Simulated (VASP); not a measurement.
# GaN (F-43m) in VASP: a series of runs, part 2 of 2

VASP 6.6.1. The steps go on from the part before.

## (3) Relaxation of cell and atoms, PBE

INCAR reads:

```
PREC = Accurate ; ENCUT = 600
EDIFF = 1E-7 ; ISMEAR = 0
SIGMA = 0.02 ; LREAL = False
LASPH = True ; NELM = 60
ALGO = Normal ; ISIF = 3
LWAVE = False ; LCHARG = False
GGA = PE ; IBRION = 2
NSW = 100 ; EDIFFG = -0.01
```

KPOINTS reads:

```
regular mesh
0
Gamma
  10 10 10
```

POSCAR reads:

```
GaN
1.0
    0.0000000000      2.2740798337      2.2740798337
    2.2740798337      0.0000000000      2.2740798337
    2.2740798337      2.2740798337      0.0000000000
Ga N
1 1
Direct
    0.0000000000      0.0000000000      0.0000000000
    0.7500000000      0.7500000000      0.7500000000
```

Potentials or basis: VASP PAW PBE potentials, release 64 (Ga_d, N).

Command:

```bash
$ cat potpaw_PBE.64/Ga_d/POTCAR potpaw_PBE.64/N/POTCAR > POTCAR
$ mpirun -np 1 vasp_std > vasp.out
```

OUTCAR:

```text
PREC = Accurate
   ENCUT = 600
   EDIFF = 1E-7
   ISMEAR = 0
   LREAL = False
   LASPH = True
   NELM = 60
   ISIF = 3
   GGA = PE
   IBRION = 2
   NSW = 100
   EDIFFG = -0.01

 ion  position               nearest neighbor table
   1  0.000  0.000  0.000-   2 1.97   2 1.97   2 1.97   2 1.97
   2  0.750  0.750  0.750-   1 1.97   1 1.97   1 1.97   1 1.97

  LATTYP: Found a face centered cubic cell.
 ALAT       =     4.5481596674

  Lattice vectors:

 A1 = (   0.0000000000,   2.2740798337,   2.2740798337)
 A2 = (   2.2740798337,   0.0000000000,   2.2740798337)
 A3 = (   2.2740798337,   2.2740798337,   0.0000000000)

Analysis of symmetry for initial positions (statically):
=====================================================================
 Subroutine PRICEL returns:
 Original cell was already a primitive cell.

 Routine SETGRP: Setting up the symmetry group for a
 face centered cubic supercell.

 Subroutine GETGRP returns: Found 24 space group operations
 (whereof 24 operations were pure point group operations)
 out of a pool of 48 trial point group operations.

The static configuration has the point symmetry T_d .

Analysis of symmetry for dynamics (positions and initial velocities):
=====================================================================
 Subroutine PRICEL returns:
 Original cell was already a primitive cell.

 Routine SETGRP: Setting up the symmetry group for a
 face centered cubic supercell.

 Subroutine GETGRP returns: Found 24 space group operations
 (whereof 24 operations were pure point group operations)
 out of a pool of 48 trial point group operations.

The dynamic configuration has the point symmetry T_d .

 Subroutine INISYM returns: Found 24 space group operations
 (whereof 24 operations are pure point group operations),
 and found     1 'primitive' translations

----------------------------------------------------------------------------------------

                                     Primitive cell

  volume of cell :      23.5205

  direct lattice vectors                    reciprocal lattice vectors
     0.000000000  2.274079834  2.274079834    -0.219869150  0.219869150  0.219869150
     2.274079834  0.000000000  2.274079834     0.219869150 -0.219869150  0.219869150
     2.274079834  2.274079834  0.000000000     0.219869150  0.219869150 -0.219869150

  length of vectors
     3.216034543  3.216034543  3.216034543     0.380824539  0.380824539  0.380824539

  position of ions in fractional coordinates (direct lattice)
     0.000000000  0.000000000  0.000000000
     0.750000000  0.750000000  0.750000000

  ion indices of the primitive-cell ions
   primitive index   ion index
                 1           1
                 2           2

----------------------------------------------------------------------------------------

 KPOINTS: regular mesh

Automatic generation of k-mesh.
 Grid dimensions read from file:
 generate k-points for:   10   10   10

 Generating k-lattice:

  Cartesian coordinates                     Fractional coordinates (reciprocal lattice)
    -0.021986915  0.021986915  0.021986915     0.100000000  0.000000000  0.000000000
     0.021986915 -0.021986915  0.021986915     0.000000000  0.100000000  0.000000000
     0.021986915  0.021986915 -0.021986915     0.000000000  0.000000000  0.100000000

  Length of vectors
     0.038082454  0.038082454  0.038082454

  Shift w.r.t. Gamma in fractional coordinates (k-lattice)
     0.000000000  0.000000000  0.000000000

 Subroutine IBZKPT returns following result:
 ===========================================

 Found     47 irreducible k-points:

 Following reciprocal coordinates:
            Coordinates               Weight
  0.000000  0.000000  0.000000      1.000000
  0.100000  0.000000  0.000000      8.000000
  0.200000  0.000000  0.000000      8.000000
  0.300000  0.000000  0.000000      8.000000
  0.400000  0.000000  0.000000      8.000000
  0.500000  0.000000  0.000000      4.000000
[... 16 lines left out ...]
  0.300000  0.300000  0.000000      6.000000
  0.400000  0.300000  0.000000     24.000000
 [... further k-points ...]
   k-points           NKPTS =     47   k-points in BZ     NKDIM =     47   number of bands    NBANDS=     13
   number of dos      NEDOS =    301   number of ions     NIONS =      2
   total plane-waves  NPLWV =  21952
   dimension x,y,z NGX =    28 NGY =   28 NGZ =   28
   dimension x,y,z NGXF=    56 NGYF=   56 NGZF=   56
   ions per type =               1   1
   NGX,Y,Z   is equivalent  to a cutoff of  14.47, 14.47, 14.47 a.u.
   NGXF,Y,Z  is equivalent  to a cutoff of  28.95, 28.95, 28.95 a.u.
 SYSTEM =  unknown system
   PREC   = accura    normal or accurate (medium, high low for compatibility)
   ISTART =      0    job   : 0-new  1-cont  2-samecut
   ICHARG =      2    charge: 1-file 2-atom 10-const
   ISPIN  =      1    spin polarized calculation?
   LNONCOLLINEAR =      F non collinear calculations
   LSORBIT =      F    spin-orbit coupling
   LASPH  =      T    aspherical Exc in radial PAW
   ENCUT  =  600.0 eV  44.10 Ry    6.64 a.u.   6.42  6.42  6.42*2*pi/ulx,y,z
   NELM   =     60;   NELMIN=  2; NELMDL= -5     # of ELM steps
   EDIFF  = 0.1E-06   stopping-criterion for ELM
   LREAL  =      F    real-space projection
   EDIFFG = -.1E-01   stopping-criterion for IOM
   NSW    =    100    number of steps for IOM
   IBRION =      2    ionic relax: 0-MD 1-quasi-New 2-CG
   NFREE  =      1    steps in history (QN), initial steepest desc. (CG)
   ISIF   =      3    stress and relaxation
   ISYM   =      2    0-nonsym 1-usesym 2-fastsym
   POTIM  = 0.5000    time-step for ionic-motion
   TEBEG  =    0.0;   TEEND  =   0.0 temperature during run
   PSTRESS=    0.0 pullay stress
   NELECT =      18.0000    total number of electrons
   NUPDOWN=      -1.0000    fix difference up-down
   EMIN   =  10.00;   EMAX   =-10.00  energy-range for DOS
   EFERMI =   0.00;   METHOD = LEGACY
   ISMEAR =     0;   SIGMA  =   0.02  broadening in eV -4-tet -1-fermi 0-gaus
   EFERMI_NEDOS =   21; number of points for ismear=-14 and -15
   IALGO  =     38    algorithm
   IMIX   =      4    mixing-type and parameters
     AMIX     =   0.40;   BMIX     =  1.00
     AMIX_MAG =   1.60;   BMIX_MAG =  1.00
  volume/ion in A,a.u.               =      11.76        79.36
  Fermi-wavevector in a.u.,A,eV,Ry     =   1.497442  2.829755 30.508779  2.242332
  Thomas-Fermi vector in A             =   2.609329
   LORBIT       =      0    0 simple, 1 ext, 2 COOP (PROOUT), +10 PAW based schemes
   GGA     = PE    functional components
   LHFCALC =     F    Hartree Fock is set to
   AEXX    =    0.0000 exact exchange contribution
   IVDW    =     0    specifies the selected vdW correction
   LEPSILON=     F    determine dielectric tensor
   LRPA    =     F    only Hartree local field effects (RPA)
 conjugate gradient relaxation of ions
 non-spin polarized calculation
 Gauss-broadening in eV      SIGMA  =   0.02
  energy-cutoff  :      600.00
  volume of cell :       23.52
 maximum number of plane-waves:       801
 NGX is ok and might be reduce to    28

 number of electron      18.0000002 magnetization

 Free energy of the ion-electron system (eV)
  ---------------------------------------------------
  ext. energy  EPLUGINS =         0.00000000
  ---------------------------------------------------
  free energy    TOTEN  =       -12.15505654 eV

  energy without entropy =      -12.15505654  energy(sigma->0) =      -12.15505654

 E-fermi :   5.1653     XC(G=0): -11.5218

 val. band max:        4.9889642104   @ k =   0.0000   0.0000   0.0000
 cond. band min:       6.5374897467   @ k =   0.0000   0.0000   0.0000
 fundamental gap:      1.5485255363
 Fermi energy:         5.1652880497

 k-point     1 :       0.0000    0.0000    0.0000
  band No.  band energies     occupation
      1     -10.7161      2.00000
      2      -8.4339      2.00000
      3      -8.4339      2.00000
      4      -8.4339      2.00000
      5      -8.1408      2.00000
      6      -8.1408      2.00000
      7       4.9890      2.00000
      8       4.9890      2.00000
      9       4.9890      2.00000
     10       6.5375      0.00000
     11      15.1201      0.00000
     12      15.1201      0.00000
     13      15.1201      0.00000
[... 353 lines left out ...]
 k-point    24 :       0.4000    0.3000    0.0000
  band No.  band energies     occupation
      1      -9.8379      2.00000
      2      -8.3100      2.00000
      3      -8.2273      2.00000
      4      -8.2272      2.00000
      5      -8.0849      2.00000
      6      -7.1842      2.00000
      7       0.0290      2.00000
      8       2.6002      2.00000
      9       2.9144      2.00000
     10       9.4041      0.00000
     11      11.9357      0.00000
     12      15.6613      0.00000
     13      17.6064      0.00000

 [... further k-points ...]
[... 5 lines left out ...]
  --------------------------------------------------------------------------------------
  -------------------------------------------------------------------------------------
  Total       -0.0036603     -0.0036603     -0.0036603     -0.0000000     -0.0000000     -0.0000000
  in kB       -0.2493310     -0.2493310     -0.2493310     -0.0000000     -0.0000000     -0.0000000
  external PRESSURE =      -0.2493310 kB  Pullay stress =       0.0000000 kB

 VOLUME and BASIS-vectors are now :
 -----------------------------------------------------------------------------
  energy-cutoff  :      600.00
  volume of cell :       23.52
      direct lattice vectors                 reciprocal lattice vectors
     0.000000000  2.274079834  2.274079834    -0.219869150  0.219869150  0.219869150
     2.274079834  0.000000000  2.274079834     0.219869150 -0.219869150  0.219869150
     2.274079834  2.274079834  0.000000000     0.219869150  0.219869150 -0.219869150

 POSITION                                       TOTAL-FORCE (eV/Angst)
 -----------------------------------------------------------------------------------
      0.00000      0.00000      0.00000        -0.000000     -0.000000     -0.000000
      3.41112      3.41112      3.41112         0.000000      0.000000      0.000000
 -----------------------------------------------------------------------------------
    total drift:                               -0.000000     -0.000000     -0.000001

  FREE ENERGIE OF THE ION-ELECTRON SYSTEM (eV)
  ---------------------------------------------------
  free  energy   TOTEN  =       -12.1550565386 eV

  energy  without entropy=      -12.1550565386  energy(sigma->0) =      -12.15505654

 reached required accuracy - stopping structural energy minimisation
```

CONTCAR:

```text
GaN
   1.00000000000000
     0.0000000000000000    2.2740798337000001    2.2740798337000001
     2.2740798337000001    0.0000000000000000    2.2740798337000001
     2.2740798337000001    2.2740798337000001    0.0000000000000000
  Ga              N
     1     1
Direct
     0.0000000000000000    0.0000000000000000    0.0000000000000000
     0.7500000000000000    0.7500000000000000    0.7500000000000000

  0.00000000E+00  0.00000000E+00  0.00000000E+00
  0.00000000E+00  0.00000000E+00  0.00000000E+00
```

Run time: 42 s. Hardware: 1 thread of AMD EPYC 7R13, shared host; peak memory 0.14 GiB.

What came out:

| Item | Value |
| --- | --- |
| Free energy | -12.1551 eV |
| Pressure after relaxing | 0.0 GPa |
| Band gap on the k mesh | 1.55 eV, direct |

Final structure:
```
Ga N
1.0
     0.00000    2.27408    2.27408
     2.27408    0.00000    2.27408
     2.27408    2.27408    0.00000
Ga N
1 1
Direct
  0.00000 0.00000 0.00000
  0.75000 0.75000 0.75000
```

Levels at points of the mesh, in eV from the valence-band top:
```
           k point  band 6  band 7  band 8  band 9  band 10  band 11  band 12  band 13
(0.00, 0.00, 0.00)  -13.13    0.00    0.00    0.00     1.55    10.13    10.13    10.13
(0.50, 0.00, 0.00)  -11.88   -6.86   -0.93   -0.93     4.45     8.59    10.22    10.22
(0.50, 0.50, 0.00)  -11.45   -6.01   -2.61   -2.61     3.34     6.50    11.52    13.67
```

Caveat: the relaxation stopped at its first step, so nothing moved. A hybrid or GW would open this gap; PBE tends to underestimate it.

## (4) Single point, PBE

This run uses another cell than the first one: it holds 8 atoms, not 2.

INCAR reads:

```
ALGO     = Normal         # electronic algorithm
EDIFF    = 1E-7           # SCF threshold, eV
ENCUT    = 520            # plane-wave cutoff, eV
GGA      = PE             # functional
ISIF     = 2              # what is computed and relaxed
ISMEAR   = 0              # smearing method
LASPH    = True           # aspherical terms in the spheres
LCHARG   = False          # write CHGCAR
LREAL    = False          # projectors in reciprocal space
LWAVE    = False          # write WAVECAR
NBANDS   = 46             # bands
NELM     = 100            # most SCF steps
PREC     = Accurate       # precision mode
SIGMA    = 0.1            # smearing width, eV
```

KPOINTS reads:

```
k-points
0
Gamma
  4 4 4
```

POSCAR reads:

```
GaN
1.0
    4.5481596674      0.0000000000      0.0000000000
    0.0000000000      4.5481596674      0.0000000000
    0.0000000000      0.0000000000      4.5481596674
Ga N
4 4
Direct
   -0.0000056400     -0.0000056400     -0.0000056400
    0.5000056400      1.0000056400      0.4999943600
    0.4999943600      0.5000056400      1.0000056400
    1.0000056400      0.4999943600      0.5000056400
    0.7500046950      0.7500046950      0.7500046950
    0.7499953050      0.2499953050      0.2500046950
    0.2500046950      0.7499953050      0.2499953050
    0.2499953050      0.2500046950      0.7499953050
```

Potentials or basis: VASP PAW PBE potentials, release 64 (Ga_d, N).

Command:

```bash
$ cat potpaw_PBE.64/Ga_d/POTCAR potpaw_PBE.64/N/POTCAR > POTCAR
$ mpirun -np 1 vasp_std > vasp.out
```

OUTCAR:

```text
EDIFF = 1E-7
   ENCUT = 520
   GGA = PE
   ISIF = 2
   ISMEAR = 0
   LASPH = True
   LREAL = False
   NELM = 100
   PREC = Accurate

 ion  position               nearest neighbor table
   1  1.000  1.000  1.000-   5 1.97   6 1.97   7 1.97   8 1.97
   2  0.500  0.000  0.500-   6 1.97   5 1.97   7 1.97   8 1.97
   3  0.500  0.500  0.000-   7 1.97   6 1.97   5 1.97   8 1.97
   4  0.000  0.500  0.500-   8 1.97   6 1.97   7 1.97   5 1.97
   5  0.750  0.750  0.750-   1 1.97   2 1.97   3 1.97   4 1.97
   6  0.750  0.250  0.250-   2 1.97   1 1.97   3 1.97   4 1.97
   7  0.250  0.750  0.250-   3 1.97   2 1.97   1 1.97   4 1.97
   8  0.250  0.250  0.750-   4 1.97   2 1.97   3 1.97   1 1.97

  LATTYP: Found a simple cubic cell.
 ALAT       =     4.5481596674

  Lattice vectors:

 A1 = (   4.5481596674,   0.0000000000,   0.0000000000)
 A2 = (   0.0000000000,   4.5481596674,   0.0000000000)
 A3 = (   0.0000000000,   0.0000000000,   4.5481596674)

[... 177 lines left out ...]
 val. band max:        4.9899453000   @ k =   0.0000   0.0000   0.0000
 cond. band min:       6.5381353667   @ k =   0.0000   0.0000   0.0000
 fundamental gap:      1.5481900667
 Fermi energy:         5.4388331847

 k-point     1 :       0.0000    0.0000    0.0000
  band No.  band energies     occupation
      1     -10.7146      2.00000
      2      -9.7496      2.00000
      3      -9.7496      2.00000
      4      -9.7496      2.00000
      5      -8.4335      2.00000
      6      -8.4335      2.00000
[... 528 lines left out ...]
     45      15.2130      0.00000
     46      15.2130      0.00000

------------------------ aborting loop because EDIFF is reached ----------------------------------------

  FORCE on cell =-STRESS in cart. coord.  units (eV):
  Direction    XX          YY          ZZ          XY          YZ          ZX
  --------------------------------------------------------------------------------------
  -------------------------------------------------------------------------------------
  Total        0.0848043      0.0848043      0.0848043      0.0000000     -0.0000000     -0.0000000
  in kB        1.4441794      1.4441794      1.4441794      0.0000000     -0.0000000     -0.0000000
  external PRESSURE =       1.4441794 kB  Pullay stress =       0.0000000 kB

 VOLUME and BASIS-vectors are now :
 -----------------------------------------------------------------------------
  energy-cutoff  :      520.00
  volume of cell :       94.08
      direct lattice vectors                 reciprocal lattice vectors
     4.548159667  0.000000000  0.000000000     0.219869150  0.000000000  0.000000000
     0.000000000  4.548159667  0.000000000     0.000000000  0.219869150  0.000000000
     0.000000000  0.000000000  4.548159667     0.000000000  0.000000000  0.219869150

 POSITION                                       TOTAL-FORCE (eV/Angst)
 -----------------------------------------------------------------------------------
      4.54813      4.54813      4.54813         0.000518      0.000518      0.000518
      2.27411      0.00003      2.27405        -0.000518     -0.000518      0.000518
      2.27405      2.27411      0.00003         0.000518     -0.000518     -0.000518
      0.00003      2.27405      2.27411        -0.000518      0.000518     -0.000518
      3.41114      3.41114      3.41114        -0.000550     -0.000550     -0.000550
      3.41110      1.13702      1.13706         0.000550      0.000550     -0.000550
      1.13706      3.41110      1.13702        -0.000550      0.000550      0.000550
      1.13702      1.13706      3.41110         0.000550     -0.000550      0.000550
 -----------------------------------------------------------------------------------
    total drift:                                0.000000      0.000000     -0.000000

  FREE ENERGIE OF THE ION-ELECTRON SYSTEM (eV)
  ---------------------------------------------------
  free  energy   TOTEN  =       -48.6109597199 eV

  energy  without entropy=      -48.6109597199  energy(sigma->0) =      -48.61095972
```

It took 1.8 min on 1 thread of AMD EPYC 7R13, shared host; peak memory 0.18 GiB.

Results:

```yaml
Free_energy: -48.6110 eV
Pressure: 0.1 GPa
Band_gap_on_the_k_mesh: 1.55 eV
```

## (5) Overview

| task | cell | k mesh | cutoff (eV) | smearing | gap on the mesh (eV) | pressure (GPa) |
| --- | --- | --- | --- | --- | --- | --- |
| relaxation of cell and atoms | relaxed from a = 3.215 Å, angles 60.0°, 2 atoms | 10 × 10 × 10 | 600 | gaussian 0.02 eV | 1.55 | 0.0 |
| relaxation of cell and atoms | relaxed from a = 3.216 Å, angles 60.0°, 2 atoms | 10 × 10 × 10 | 600 | gaussian 0.02 eV | 1.55 | 0.0 |
| single point | a = 4.548 Å, 8 atoms | 4 × 4 × 4 | 520 | gaussian 0.1 eV | 1.55 | 0.1 |

Alike in all rows: level PBE; potentials or basis VASP PAW PBE potentials, release 64 (Ga_d, N); no spin polarisation.

Caveats: the relaxation stopped at its first step, so nothing moved (some runs).

Absolute energies hang on the potentials; compare differences alone.
